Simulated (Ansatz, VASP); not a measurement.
**Two plane-wave programs on B**

The input INCAR:

```
SYSTEM = B
ALGO     = Normal         ! electronic algorithm
EDIFF    = 1E-7           ! SCF threshold, eV
ENCUT    = 520            ! plane-wave cutoff, eV
ISIF     = 2              ! what is computed and relaxed
ISMEAR   = -1             ! smearing method
LASPH    = .TRUE.         ! aspherical terms in the spheres
LCHARG   = .FALSE.        ! write CHGCAR
LREAL    = .FALSE.        ! projectors in reciprocal space
LWAVE    = .FALSE.        ! write WAVECAR
NBANDS   = 8              ! bands
NELM     = 80             ! most SCF steps
PREC     = Accurate       ! precision mode
SIGMA    = 0.1            ! smearing width, eV
```

KPOINTS

```
k-points
0
G
  21 21 21
  0 0 0
```

The input POSCAR:

```
B
1.0
    0.0000000000      1.4720850775      1.4720850775
    1.4720850775      0.0000000000      1.4720850775
    1.4720850775      1.4720850775      0.0000000000
B
1
Direct
    0.0000000000      0.0000000000      0.0000000000
```

Input for Ansatz:

```yaml
crystal:
  lattice:
    - [0.0, 1.4720850775, 1.4720850775]
    - [1.4720850775, 0.0, 1.4720850775]
    - [1.4720850775, 1.4720850775, 0.0]
  atoms:
    - { symbol: B, position: [0.0, 0.0, 0.0] }
hamiltonian:
  xc: lda
  pseudopotentials:
    kind: paw
    azcp:
      B: "pseudopotentials/B.paw.azcp"
basis:
  ecutwfc: 420
  fft_grid_basis: typed
kpoints:
  mp_grid: { grid: [21, 21, 21], shift: [0, 0, 0] }
magnetization:
  spin_polarized: false
scf:
  occupations: { method: fermi_dirac, width: 0.1 }
  lower_state_search: "off"
output:
  stress: true
```

Alike in both runs: task single point; functional LDA; k mesh 21 × 21 × 21; occupations fermi-dirac, width 0.1 eV; no spin polarisation.

```csv
,VASP,Ansatz
version,VASP 6.6.1,Ansatz 0.2.0
potentials or method,"VASP PAW LDA potentials, release 64 (B), cutoff 520 eV","plane waves (420 eV) with PAW, scalar-relativistic"
valence electrons in the cell,3,3
```

|  | VASP | Ansatz | Ansatz less VASP |
| --- | --- | --- | --- |
| pressure (GPa) | -26.2 | -26.6 | -0.33 |

Ansatz warns that its potentials were made for another functional, while VASP's fit it. LDA's correlation is that of Perdew and Zunger in VASP and of Perdew and Wang (1992) in Ansatz.
